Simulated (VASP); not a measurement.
Set up this calculation in VASP 6.6.1, as the native input.

```
Task                   : relaxation of cell and atoms
Functional             : LDA
Potentials or basis    : VASP PAW LDA potentials, release 64 (B, N)
Cutoff                 : 600 eV
k mesh                 : 12 × 12 × 12
Occupations            : gaussian, width 0.02 eV
Spin                   : no spin polarisation
Dipole correction      : no
Further INCAR settings : ALGO = Normal; EDIFF = 1e-06; IBRION = 2; EDIFFG = -0.002; NSW = 100; ISIF = 3
```

The structure of BN (klda) lies in POSCAR:

```
BN
1.0
    0.0000000000      1.7899407159      1.7899407159
    1.7899407159      0.0000000000      1.7899407159
    1.7899407159      1.7899407159      0.0000000000
B N
1 1
Direct
    0.0000000000      0.0000000000      0.0000000000
    0.2500000000      0.2500000000      0.2500000000
```

These files were run (other wordings do the same):

INCAR

```
ALGO = Normal
EDIFF = 1E-6
EDIFFG = -0.002
ENCUT = 600
IBRION = 2
ISIF = 3
ISMEAR = 0
LASPH = T
LCHARG = F
LREAL = F
LWAVE = F
NELM = 60
NSW = 100
PREC = Accurate
SIGMA = 0.02
```

KPOINTS

```
k-points
0
Gamma
  12 12 12
```

Potentials or basis: VASP PAW LDA potentials, release 64 (B, N).

Run with:

```console
$ cat potpaw_LDA.64/B/POTCAR potpaw_LDA.64/N/POTCAR > POTCAR
$ mpirun -np 1 vasp_std > vasp.out
```

It gave:

```json
{
  "Relaxed volume": "5.75 Å³/atom",
  "Relaxed cell": "a = 2.533 Å, b = 2.533 Å, c = 2.533 Å, α = 60.00°, β = 60.00°, γ = 60.00°",
  "Space group after relaxing (to 0.05 Å)": "F-43m (No. 216)",
  "Energy gained by relaxing": "0.0 meV/atom",
  "Ionic steps": "3",
  "Pressure after relaxing": "0.0 GPa",
  "Band gap on the k mesh": "4.38 eV, indirect (least direct gap 8.81 eV)"
}
```

Wall time 7.1 s on 1 thread of Intel(R) Xeon(R) Platinum 8488C (Sapphire Rapids), with other jobs on the host, peak memory 0.11 GiB.
